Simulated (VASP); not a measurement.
Runs of VASP 6.6.1 on ZnAu. The structure is that of space group Pm-3m (No. 221), or close to it. The cells are those of the table. 

| cell | k mesh | gap on the mesh (eV) | pressure (GPa) |
| --- | --- | --- | --- |
| a = 3.084 Å, 2 atoms | 14 × 14 × 14 | none | 10.5 |
| a = 3.117 Å, 2 atoms | 14 × 14 × 14 | none | (a) |
| a = 3.147 Å, 2 atoms | 6 × 6 × 6 | none | 0.7 |
| a = 3.180 Å, 2 atoms | 14 × 14 × 14 | none | (b) |
| a = 3.210 Å, 2 atoms | 14 × 14 × 14 | none | -6.4 |

Alike in all rows: task single point; level r2SCAN; potentials or basis VASP PAW PBE potentials, release 64 (Zn, Au); no spin polarisation; cutoff (eV) 520; smearing gaussian 0.1 eV.

Question: Fill in the values left out.

Answer: (a) 4.9; (b) -3.4.

Caveats: the PAW data sets were made with another functional, which shifts forces and pressure a little; spin-orbit coupling is left out, which moves the levels of the heavy elements; the cell stands under pressure (at least some runs); the cell stands under tension (at least some runs).

A k mesh can miss the band edges, and the runs leave out spin-orbit coupling on Au.

A gap of «none» marks levels without a gap at the run's occupations.
